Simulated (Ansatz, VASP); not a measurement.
## One calculation of ZnS, two programs

File INCAR:

```
ALGO = Normal
EDIFF = 1E-6
EDIFFG = -0.04
ENCUT = 600
GGA = PE
IBRION = 2
ISIF = 3
ISMEAR = 0
LASPH = T
LCHARG = F
LREAL = F
LWAVE = F
NELM = 100
NSW = 90
PREC = Accurate
SIGMA = 0.1
```

The input KPOINTS:

```
k-points
0
Gamma
  6 6 6
```

The input POSCAR:

```
ZnS
1.0
    3.4394742721      0.0000000000      0.0000000000
    0.0000000000      3.4394742721      0.0000000000
    0.0000000000      0.0000000000      2.7521041143
Zn S
1 1
Direct
    0.5000000000      0.5000000000      0.5000000000
    0.0000000000      0.0000000000      0.0000000000
```

Input for Ansatz:

```yaml
crystal:
  lattice:
    - [3.4394742721, 0.0, 0.0]
    - [0.0, 3.4394742721, 0.0]
    - [0.0, 0.0, 2.7521041143]
  atoms:
    - { symbol: Zn, position: [0.5, 0.5, 0.5] }
    - { symbol: S, position: [0.0, 0.0, 0.0] }
basis:
  ecutwfc: 420
kpoints:
  mp_grid: { grid: [6, 6, 6] }
hamiltonian:
  xc: pbe
scf:
  occupations: { method: gaussian, width: 0.1 }
  lower_state_search: "off"
output:
  forces: true
  stress: true
  eigenvalues: true
relax:
  adjacent_minimum: "off"
  f_tol: 0.04
  max_steps: 70
  cell: { stress_tol: 0.4 }
```

Alike in both runs: task relaxation of cell and atoms; functional PBE; k mesh 6 × 6 × 6; occupations gaussian, width 0.1 eV; no spin polarisation.

|  | VASP | Ansatz |
| --- | --- | --- |
| version | VASP 6.6.1 | Ansatz 0.2.0 |
| potentials or method | VASP PAW PBE potentials, release 64 (Zn, S), cutoff 600 eV | scalar-relativistic, plane waves, PAW |
| valence electrons in the cell | 18 | 18 |

VASP gave:

```
gap on the k mesh at the Fermi level, each at its own relaxed structure (eV) : none
relaxed volume (Å³/atom)                                                     : 16.28
relaxed cell length with the largest relative difference (Å)                 : 3.337
```

Question: Estimate Ansatz's values.

Answer: gap on the k mesh at the Fermi level, each at its own relaxed structure (eV): none; relaxed volume (Å³/atom): 16.27; relaxed cell length with the largest relative difference (Å): 3.335.

A gap of «none» marks a metal or a gap that the smearing closes.

The k mesh is coarse, so the values compare programs but aren't converged.
